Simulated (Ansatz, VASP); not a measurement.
## One calculation of Al2Cu, two programs

```
Al Cu
1.0
     4.12116    0.00000    0.00000
     0.00000    4.12116    0.00000
     0.00000    0.00000    2.88473
Al Cu
2 1
Cartesian
  2.0792 0.0161 1.4424
  -0.2440 1.9896 1.4424
  0.0957 0.0233 0.0000
```

Change from the starting cell: mode 4 frozen in at -0.244 Å and mode 9 at -0.071 Å (largest displacements).

Alike in both runs: task single point; functional PBE; k mesh 10 × 10 × 14; occupations gaussian, width 0.15 eV; no spin polarisation.

|  | VASP | Ansatz |
| --- | --- | --- |
| version | VASP 6.6.1 | Ansatz 0.2.0 |
| potentials or method | VASP PAW PBE potentials, release 64 (Al, Cu), cutoff 520 eV | scalar-relativistic, plane waves, PAW |
| valence electrons in the cell | 17 | 25 |

```csv
,VASP,Ansatz,Ansatz less VASP
gap on the k mesh at the Fermi level (eV),none,none,-
pressure (GPa),1.4,1.2,-0.16
"traceless stress, the component that is largest in VASP (GPa)",-0.92,-0.95,-0.026
rms of the force components (eV/Å),0.411,0.413,+0.0014
```

Atom by atom the forces differ by 0.004 eV/Å (rms over components). A gap of «none» marks a metal or a gap that the smearing closes. VASP's potentials hold 17 valence electrons a cell and Ansatz's 25, so a difference there can come from the potentials and not from the codes.
